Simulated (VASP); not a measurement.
The system is Rb.

```
CELL_PARAMETERS angstrom
4.54801 0.00000 0.00000
0.00000 4.54801 0.00000
0.00000 0.00000 4.54801
ATOMIC_POSITIONS crystal
Rb 0.00000 0.00000 0.00000
```

- Program: VASP 6.6.1
- Task: relaxation of cell and atoms
- Functional: revPBE
- Potentials or basis: VASP PAW PBE potentials, release 64 (Rb_sv)
- Cutoff: 600 eV
- k mesh: 7 × 7 × 7
- Occupations: fermi-dirac, width 0.1 eV
- Spin: no spin polarisation

At the start: pressure 0.3 GPa; volume 94.07 Å³/atom.

Problem. Where does the relaxation end?

Solution. Over 4 steps the energy falls by 12.9 meV/atom and the volume is 107.73 Å³/atom (+14.5 %); space group Pm-3m (No. 221, to 0.05 Å).

The path:
```csv
step,energy change (eV),largest force (eV/Å),pressure (GPa),volume (Å³)
1,0.0000,0.0000,0.34,94.07
2,-0.0048,0.0000,0.25,96.78
3,-0.0124,0.0000,0.05,105.20
4,-0.0129,0.0000,0.01,107.73
```

Final structure:
```cif
data_structure
_symmetry_space_group_name_H-M 'P 1'
_symmetry_Int_Tables_number 1
_cell_length_a 4.7582
_cell_length_b 4.7582
_cell_length_c 4.7582
_cell_angle_alpha 90.000
_cell_angle_beta 90.000
_cell_angle_gamma 90.000
_cell_volume 107.73
loop_
_atom_site_label
_atom_site_type_symbol
_atom_site_fract_x
_atom_site_fract_y
_atom_site_fract_z
_atom_site_occupancy
Rb1 Rb 0.00000 0.00000 0.00000 1
```

Caveat: the PAW data sets were made with another functional, which shifts forces and pressure a little.
